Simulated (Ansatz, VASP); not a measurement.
## Li: VASP beside Ansatz

File INCAR:

```
SYSTEM = Li
  ALGO = Normal
  EDIFF = 1E-6
  ENCUT = 520
  GGA = CA
  GGA_COMPAT = .False.
  ISIF = 2
  ISMEAR = -1
  LASPH = .True.
  LCHARG = .False.
  LORBIT = 11
  LORBMOM = .True.
  LREAL = .False.
  LSORBIT = .True.
  LWAVE = .False.
  MAGMOM = 0 0 0
  NBANDS = 14
  NELM = 150
  PREC = Accurate
  SIGMA = 0.1
```

KPOINTS

```
k-points
0
Gamma
  12 12 12
  0 0 0
```

The input POSCAR:

```
Li
1.0
    2.6709025641      0.0000000000      0.0000000000
    0.0000000000      2.6709025641      0.0000000000
    0.0000000000      0.0000000000      2.6709025641
Li
1
Direct
    0.0000000000      0.0000000000      0.0000000000
```

Input for Ansatz:

```yaml
crystal:
  lattice:
    - [2.6709025641, 0.0, 0.0]
    - [0.0, 2.6709025641, 0.0]
    - [0.0, 0.0, 2.6709025641]
  atoms:
    - { symbol: Li, position: [0.0, 0.0, 0.0] }
hamiltonian:
  xc: lda
  pseudopotentials:
    kind: paw_fr
    azcp:
      Li: "pseudopotentials/Li.paw.azcp"
basis:
  ecutwfc: 420
  fft_grid_basis: typed
kpoints:
  mp_grid: { grid: [12, 12, 12], shift: [0, 0, 0] }
magnetization:
  noncollinear: true
  spin_orbit: true
scf:
  occupations: { method: fermi_dirac, width: 0.1 }
output:
  write_density: true
  write_potential: true
  elf: true
  volumetric_format: npy
```

Alike in both runs: task single point; functional LDA; k mesh 12 × 12 × 12; occupations fermi-dirac, width 0.1 eV; non-collinear spin, spin-orbit coupling.

```csv
,VASP,Ansatz
version,VASP 6.6.1,Ansatz 0.2.0
potentials or method,"VASP PAW LDA potentials, release 64 (Li_sv), cutoff 520 eV","plane waves (420 eV) with PAW, fully relativistic with spin-orbit coupling"
valence electrons in the cell,3,3
```

```tsv
	VASP	Ansatz	Ansatz less VASP
net moment per atom (μB)	0.00	0.00	0.000
```

Ansatz warns that its potentials were made for another functional, while VASP's fit it. LDA's correlation is that of Perdew and Zunger in VASP and of Perdew and Wang (1992) in Ansatz.

Noted on VASP's run: the cutoff is short for stress, so the pressure is rough.
